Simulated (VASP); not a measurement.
Runs of VASP 6.6.1 on SiNi2. The structure is that of space group P6/mmm (No. 191), or close to it. The cells are those of the table. 

```csv
task,cell,k mesh,cutoff (eV),gap on the mesh (eV),pressure (GPa),relaxed volume (Å³/atom)
relaxation of cell and atoms,"relaxed from a = 3.218, b = 3.218, c = 3.475 Å, angles 90.0, 90.0, 120.0°, 3 atoms",6 × 6 × 6,600,none,-0.1,(a)
single point,"a = 3.970, b = 3.970, c = 2.488 Å, angles 90.0, 90.0, 120.0°, 3 atoms",6 × 6 × 6,520,none,-0.1,-
relaxation of cell and atoms,"relaxed from a = 3.970, b = 3.970, c = 2.488 Å, angles 90.0, 90.0, 120.0°, 3 atoms",12 × 12 × 18,600,none,0.1,11.27
single point,"a = 3.967, b = 3.967, c = 2.482 Å, angles 90.0, 90.0, 120.0°, 3 atoms",12 × 12 × 18,520,none,-0.1,-
```

Alike in all rows: level PBE; potentials or basis VASP PAW PBE potentials, release 64 (Si, Ni); no spin polarisation; smearing gaussian 0.1 eV.

Task: Fill in the values left out.

Result: (a) 11.29.

Caveats: some runs use coarse meshes.

A gap of «none» marks levels without a gap at the run's occupations.
